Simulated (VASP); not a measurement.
# Cd2Se5 (P-3m1) in VASP: relaxation of cell and atoms with PBE

Aim: the relaxation of cell and atoms of Cd2Se5 with PBE.

Everything below comes from runs of VASP 6.6.1. Logs are shortened: lines on timing, memory, paths and dates and some standing lists are left out, and cuts for length are marked.

### Step 1. The cell of the first run

The structure is trigonal, space group P-3m1 (No. 164). The conventional cell has a = 4.300 Å, b = 4.300 Å, c = 11.300 Å, α = 90.00°, β = 90.00°, γ = 120.00°. Cd (site symmetry 3m) has 5 Se at 2.49 to 2.88 Å within 3.3 Å. Se (site symmetry 3m) has 4 Cd at 2.49 to 2.83 Å within 3.3 Å. Se (site symmetry 3m) has 1 Cd at 2.88 Å and 9 Se at 2.88 to 3.85 Å within 3.9 Å. Within 3.8 Å of Se (site symmetry -3m) lie 6 Se at 2.88 Å.

### Step 2. Relaxation of cell and atoms, PBE

INCAR

```
ALGO = Normal ; EDIFF = 1E-6
EDIFFG = -0.08 ; ENCUT = 600
GGA = PE ; IBRION = 2
ISIF = 3 ; ISMEAR = 0
LASPH = True ; LCHARG = False
LREAL = False ; LWAVE = False
NELM = 100 ; NSW = 36
PREC = Accurate ; SIGMA = 0.2
```

KPOINTS

```
k-points
0
Gamma
  4 4 2
```

POSCAR

```
Cd2Se5
1.0
    4.3000000000      0.0000000000      0.0000000000
   -2.1500000000      3.7239092400      0.0000000000
    0.0000000000      0.0000000000     11.3000000000
Cd Se
2 5
Direct
    0.3333333300      0.6666666700      0.1150000000
    0.6666666700      0.3333333300      0.8850000000
    0.6666666700      0.3333333300      0.1350000000
    0.3333333300      0.6666666700      0.8650000000
    0.3333333300      0.6666666700      0.3700000000
    0.6666666700      0.3333333300      0.6300000000
    0.0000000000      0.0000000000      0.5000000000
```

Potentials or basis: VASP PAW PBE potentials, release 64 (Cd, Se).

The run is started by

```bash
$ cat potpaw_PBE.64/Cd/POTCAR potpaw_PBE.64/Se/POTCAR > POTCAR
$ mpirun -np 1 vasp_std > vasp.out
```

OUTCAR:

```text
EDIFF = 1E-6
   EDIFFG = -0.08
   ENCUT = 600
   GGA = PE
   IBRION = 2
   ISIF = 3
   ISMEAR = 0
   LASPH = True
   LREAL = False
   NELM = 100
   NSW = 36
   PREC = Accurate

 ion  position               nearest neighbor table
   1  0.333  0.667  0.115-   3 2.49   3 2.49   3 2.49   4 2.83   5 2.88   2 3.59   2 3.59   2 3.59

   2  0.667  0.333  0.885-   4 2.49   4 2.49   4 2.49   3 2.83   6 2.88   1 3.59   1 3.59   1 3.59

   3  0.667  0.333  0.135-   1 2.49   1 2.49   1 2.49   2 2.83
   4  0.333  0.667  0.865-   2 2.49   2 2.49   2 2.49   1 2.83
   5  0.333  0.667  0.370-   1 2.88
   6  0.667  0.333  0.630-   2 2.88
   7  0.000  0.000  0.500-

  LATTYP: Found a hexagonal cell.
 ALAT       =     4.3000000000
 C/A-ratio  =     2.6279069767

  Lattice vectors:

 A1 = (   4.3000000000,   0.0000000000,   0.0000000000)
 A2 = (  -2.1500000000,   3.7239092400,   0.0000000000)
 A3 = (   0.0000000000,   0.0000000000,  11.3000000000)

Analysis of symmetry for initial positions (statically):
=====================================================================
 Subroutine PRICEL returns:
 Original cell was already a primitive cell.

 Routine SETGRP: Setting up the symmetry group for a
 hexagonal supercell.

 Subroutine GETGRP returns: Found 12 space group operations
 (whereof 12 operations were pure point group operations)
 out of a pool of 24 trial point group operations.

The static configuration has the point symmetry D_3d.

Analysis of symmetry for dynamics (positions and initial velocities):
=====================================================================
 Subroutine PRICEL returns:
 Original cell was already a primitive cell.

 Routine SETGRP: Setting up the symmetry group for a
 hexagonal supercell.

 Subroutine GETGRP returns: Found 12 space group operations
 (whereof 12 operations were pure point group operations)
 out of a pool of 24 trial point group operations.

The dynamic configuration has the point symmetry D_3d.

 Subroutine INISYM returns: Found 12 space group operations
 (whereof 12 operations are pure point group operations),
 and found     1 'primitive' translations

----------------------------------------------------------------------------------------

                                     Primitive cell

  volume of cell :     180.9447

  direct lattice vectors                    reciprocal lattice vectors
     4.300000000  0.000000000  0.000000000     0.232558140  0.134267504  0.000000000
    -2.150000000  3.723909240  0.000000000     0.000000000  0.268535009  0.000000000
     0.000000000  0.000000000 11.300000000     0.000000000  0.000000000  0.088495575

  length of vectors
     4.300000000  4.300000003 11.300000000     0.268535009  0.268535009  0.088495575

  position of ions in fractional coordinates (direct lattice)
     0.333333330  0.666666670  0.115000000
     0.666666670  0.333333330  0.885000000
     0.666666670  0.333333330  0.135000000
     0.333333330  0.666666670  0.865000000
     0.333333330  0.666666670  0.370000000
     0.666666670  0.333333330  0.630000000
     0.000000000  0.000000000  0.500000000

  ion indices of the primitive-cell ions
   primitive index   ion index
                 1           1
                 2           2
                 3           3
                 4           4
                 5           5
                 6           6
                 7           7

----------------------------------------------------------------------------------------

 KPOINTS: k-points

Automatic generation of k-mesh.
 Grid dimensions read from file:
 generate k-points for:    4    4    2

 Generating k-lattice:

  Cartesian coordinates                     Fractional coordinates (reciprocal lattice)
     0.058139535  0.033566876  0.000000000     0.250000000  0.000000000  0.000000000
     0.000000000  0.067133752  0.000000000     0.000000000  0.250000000  0.000000000
     0.000000000  0.000000000  0.044247788     0.000000000  0.000000000  0.500000000

  Length of vectors
     0.067133752  0.067133752  0.044247788

  Shift w.r.t. Gamma in fractional coordinates (k-lattice)
     0.000000000  0.000000000  0.000000000

 Subroutine IBZKPT returns following result:
 ===========================================

 Found      8 irreducible k-points:

 Following reciprocal coordinates:
            Coordinates               Weight
  0.000000  0.000000  0.000000      1.000000
  0.250000  0.000000  0.000000      6.000000
  0.500000  0.000000  0.000000      3.000000
  0.250000  0.250000  0.000000      6.000000
  0.000000  0.000000  0.500000      1.000000
  0.250000  0.000000  0.500000      6.000000
  0.500000  0.000000  0.500000      3.000000
  0.250000  0.250000  0.500000      6.000000
   k-points           NKPTS =      8   k-points in BZ     NKDIM =      8   number of bands    NBANDS=     32
   number of dos      NEDOS =    301   number of ions     NIONS =      7
   total plane-waves  NPLWV = 116640
   dimension x,y,z NGX =    36 NGY =   36 NGZ =   90
   dimension x,y,z NGXF=    72 NGYF=   72 NGZF=  180
   ions per type =               2   5
   NGX,Y,Z   is equivalent  to a cutoff of  13.92, 13.92, 13.24 a.u.
   NGXF,Y,Z  is equivalent  to a cutoff of  27.84, 27.84, 26.48 a.u.
 SYSTEM =  unknown system
   PREC   = accura    normal or accurate (medium, high low for compatibility)
   ISTART =      0    job   : 0-new  1-cont  2-samecut
   ICHARG =      2    charge: 1-file 2-atom 10-const
   ISPIN  =      1    spin polarized calculation?
   LNONCOLLINEAR =      F non collinear calculations
   LSORBIT =      F    spin-orbit coupling
   LASPH  =      T    aspherical Exc in radial PAW
   ENCUT  =  600.0 eV  44.10 Ry    6.64 a.u.   8.59  8.59 22.57*2*pi/ulx,y,z
   NELM   =    100;   NELMIN=  2; NELMDL= -5     # of ELM steps
   EDIFF  = 0.1E-05   stopping-criterion for ELM
   LREAL  =      F    real-space projection
   EDIFFG = -.8E-01   stopping-criterion for IOM
   NSW    =     36    number of steps for IOM
   IBRION =      2    ionic relax: 0-MD 1-quasi-New 2-CG
   NFREE  =      1    steps in history (QN), initial steepest desc. (CG)
   ISIF   =      3    stress and relaxation
   ISYM   =      2    0-nonsym 1-usesym 2-fastsym
   POTIM  = 0.5000    time-step for ionic-motion
   TEBEG  =    0.0;   TEEND  =   0.0 temperature during run
   PSTRESS=    0.0 pullay stress
   NELECT =      54.0000    total number of electrons
   NUPDOWN=      -1.0000    fix difference up-down
   EMIN   =  10.00;   EMAX   =-10.00  energy-range for DOS
   EFERMI =   0.00;   METHOD = LEGACY
   ISMEAR =     0;   SIGMA  =   0.20  broadening in eV -4-tet -1-fermi 0-gaus
   EFERMI_NEDOS =   21; number of points for ismear=-14 and -15
   IALGO  =     38    algorithm
   IMIX   =      4    mixing-type and parameters
     AMIX     =   0.40;   BMIX     =  1.00
     AMIX_MAG =   1.60;   BMIX_MAG =  1.00
  volume/ion in A,a.u.               =      25.85       174.44
  Fermi-wavevector in a.u.,A,eV,Ry     =   1.094017  2.067392 16.284450  1.196873
  Thomas-Fermi vector in A             =   2.230314
   LORBIT       =      0    0 simple, 1 ext, 2 COOP (PROOUT), +10 PAW based schemes
   GGA     = PE    functional components
   LHFCALC =     F    Hartree Fock is set to
   AEXX    =    0.0000 exact exchange contribution
   IVDW    =     0    specifies the selected vdW correction
   LEPSILON=     F    determine dielectric tensor
   LRPA    =     F    only Hartree local field effects (RPA)
 conjugate gradient relaxation of ions
 non-spin polarized calculation
 Gauss-broadening in eV      SIGMA  =   0.20
  energy-cutoff  :      600.00
  volume of cell :      180.94
 maximum number of plane-waves:      6094
 NGX is ok and might be reduce to    36
   NGX = 17   NGY = 17   NGZ = 45

--------------------------------------- Ionic step        1  -------------------------------------------

 number of electron      53.9999997 magnetization

 Free energy of the ion-electron system (eV)
  ---------------------------------------------------
  ext. energy  EPLUGINS =         0.00000000
  ---------------------------------------------------
  free energy    TOTEN  =       -19.02985312 eV

  energy without entropy =      -19.01228150  energy(sigma->0) =      -19.02106731

------------------------ aborting loop because EDIFF is reached ----------------------------------------

  FORCE on cell =-STRESS in cart. coord.  units (eV):
  Direction    XX          YY          ZZ          XY          YZ          ZX
  --------------------------------------------------------------------------------------
  -------------------------------------------------------------------------------------
  Total        6.4672934      6.4672934      4.1253968      0.0000000      0.0000000     -0.0000000
  in kB       57.2647221     57.2647222     36.5283722      0.0000000      0.0000000     -0.0000000
  external PRESSURE =      50.3526055 kB  Pullay stress =       0.0000000 kB
[... 104 lines left out ...]
  FREE ENERGIE OF THE ION-ELECTRON SYSTEM (eV)
  ---------------------------------------------------
  free  energy   TOTEN  =       -19.3608186794 eV

  energy  without entropy=      -19.3400732463  energy(sigma->0) =      -19.35044596

[... ionic steps 4 to 28 ...]

--------------------------------------- Ionic step       29  -------------------------------------------

 number of electron      53.9999991 magnetization

------------------------ aborting loop because EDIFF is reached ----------------------------------------

  FORCE on cell =-STRESS in cart. coord.  units (eV):
  Direction    XX          YY          ZZ          XY          YZ          ZX
  --------------------------------------------------------------------------------------
  -------------------------------------------------------------------------------------
  Total        0.0569284      0.0569284     -0.2879105     -0.0000000     -0.0000000     -0.0000000
  in kB        0.4625334      0.4625334     -2.3392225     -0.0000000     -0.0000000     -0.0000000
  external PRESSURE =      -0.4713852 kB  Pullay stress =       0.0000000 kB
[... 67 lines left out ...]
  energy  without entropy=      -19.7462666796  energy(sigma->0) =      -19.75669417

--------------------------------------- Ionic step       31  -------------------------------------------

 number of electron      53.9999994 magnetization

 Free energy of the ion-electron system (eV)
  ---------------------------------------------------
  ext. energy  EPLUGINS =         0.00000000
  ---------------------------------------------------
  free energy    TOTEN  =       -19.77030563 eV

  energy without entropy =      -19.74910720  energy(sigma->0) =      -19.75970642

 E-fermi :   1.4686     XC(G=0):  -8.8536

 val. band max:        1.2783994516   @ k =   0.2500   0.0000   0.5000
 cond. band min:       1.6642196943   @ k =   0.0000   0.0000   0.0000
 fundamental gap:      0.3858202427
 Fermi energy:         1.4686168328

 k-point     1 :       0.0000    0.0000    0.0000
  band No.  band energies     occupation
      1     -13.2587      2.00000
      2     -11.2321      2.00000
      3     -11.0548      2.00000
      4     -10.2647      2.00000
      5      -8.4996      2.00000
      6      -6.9359      2.00000
[... 303 lines left out ...]
  FREE ENERGIE OF THE ION-ELECTRON SYSTEM (eV)
  ---------------------------------------------------
  free  energy   TOTEN  =       -19.7703056322 eV

  energy  without entropy=      -19.7491071984  energy(sigma->0) =      -19.75970642

 reached required accuracy - stopping structural energy minimisation
```

It took 24 min on 1 thread of Intel Xeon Platinum 8375C at 2.90GHz (Ice Lake), shared host; peak memory 0.36 GiB.

Results:

```
Free energy                           : -19.7703 eV
Relaxed volume                        : 28.15 Å³/atom
Relaxed cell                          : a = 4.277 Å, b = 4.277 Å, c = 12.440 Å, α = 90.00°, β = 90.00°, γ = 120.00°
Space group after relaxing (to 0.1 Å) : P-3m1 (No. 164)
Energy gained by relaxing             : 105.8 meV/atom
Ionic steps                           : 31
Pressure after relaxing               : -0.1 GPa
Largest force after relaxing          : 0.057 eV/Å
Band gap on the k mesh                : zero (bands 27 and 28 overlap by 0.12 eV)
```

Forces in eV/Å, atoms in the order of the input:
```
Cd   0.000  0.000 -0.026
Cd   0.000  0.000  0.026
Se   0.000  0.000  0.015
Se   0.000  0.000 -0.015
Se   0.000  0.000  0.057
Se   0.000  0.000 -0.057
Se   0.000  0.000  0.000
```

The path:
```
step  energy change (eV)  largest force (eV/Å)  pressure (GPa)  volume (Å³)
   1              0.0000                1.1026            5.04       180.94
   2             -0.3184                0.9174           -1.67       203.05
   3             -0.3310                0.9439           -0.75       198.99
   4             -0.4241                0.7530           -0.56       198.12
   5             -0.5834                0.2377            0.29       195.54
   6             -0.5992                0.2532            0.72       194.50
   7             -0.6072                0.0768           -0.77       200.33
   8             -0.6118                0.1391           -0.24       198.11
   9             -0.6193                0.1165           -0.17       197.82
  10             -0.6317                0.1859            0.05       196.94
  11             -0.6418                0.1850           -0.15       197.15
  12             -0.6582                0.1423           -0.81       197.77
  13             -0.6610                0.1489           -0.78       197.42
  14             -0.6681                0.1740           -0.68       196.39
  15             -0.6753                0.2404           -0.49       194.32
  16             -0.6794                0.2101           -0.31       193.76
  17             -0.6855                0.1669            0.26       192.07
  18             -0.6856                0.1720            0.37       191.81
  19             -0.6898                0.1538            0.32       192.10
  20             -0.6999                0.1286            0.19       192.99
  21             -0.7079                0.1116           -0.04       194.77
  22             -0.7117                0.1184            0.04       194.72
  23             -0.7204                0.1353            0.29       194.56
  24             -0.7231                0.1760            0.78       194.12
  25             -0.7246                0.1539            0.61       194.29
  26             -0.7263                0.1497            0.54       194.59
  27             -0.7303                0.1367            0.34       195.46
  28             -0.7338                0.1221           -0.05       197.21
  29             -0.7348                0.1154           -0.05       197.20
  30             -0.7373                0.0958           -0.05       197.15
  31             -0.7405                0.0570           -0.06       197.05
```

Final structure:
```yaml
crystal:
  lattice:
    - [4.27678, 0.00000, 0.00000]
    - [-2.13839, 3.70380, 0.00000]
    - [0.00000, 0.00000, 12.43954]
  atoms:
    - { symbol: Cd, position: [0.33333, 0.66667, 0.08492] }
    - { symbol: Cd, position: [0.66667, 0.33333, 0.91508] }
    - { symbol: Se, position: [0.66667, 0.33333, 0.15416] }
    - { symbol: Se, position: [0.33333, 0.66667, 0.84584] }
    - { symbol: Se, position: [0.33333, 0.66667, 0.39361] }
    - { symbol: Se, position: [0.66667, 0.33333, 0.60639] }
    - { symbol: Se, position: [0.00000, 0.00000, 0.50000] }
```

Caveat: the k points lie up to 0.42 Å⁻¹ apart in the final cell; semilocal functionals underestimate gaps, so a narrow gap can read as zero; the relaxation stopped at a loose force limit of 0.08 eV/Å, so its end isn't a converged minimum.
